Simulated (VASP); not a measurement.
## In: single point with LDA

The system is In.

```
In
1.0
    -1.55335    1.55335    1.55335
     1.55335   -1.55335    1.55335
     1.55335    1.55335   -1.55335
In
1
Direct
  0.00000 0.00000 0.00000
```

This isn't the form of In at room conditions, which is tetragonal.

```
Program             : VASP 6.6.1
Task                : single point
Functional          : LDA
Potentials or basis : VASP PAW LDA potentials, release 64 (In_d)
Cutoff              : 500 eV
k mesh              : 17 × 17 × 17
Occupations         : fermi-dirac, width 0.1 eV
Spin                : no spin polarisation
```

```json
{"Pressure": "91.5 GPa", "Band gap on the k mesh": "zero (an odd number of electrons rules out a gap without spin polarisation)"}
```

Levels at points of the mesh, in eV from the Fermi level:
```
           k point  band 2  band 3  band 4  band 5  band 6  band 7  band 8  band 9  band 10  band 11
(0.00, 0.00, 0.00)  -16.47  -16.47  -15.44  -15.44  -14.95   13.72   13.72   13.72    18.53    18.53
```

Wall time 32 s on 1 thread of Intel Xeon 8259CL, on a shared host, peak memory 0.14 GiB.

Caveat: the cell stands under pressure; spin-orbit coupling is left out, which moves the levels of the heavy elements.
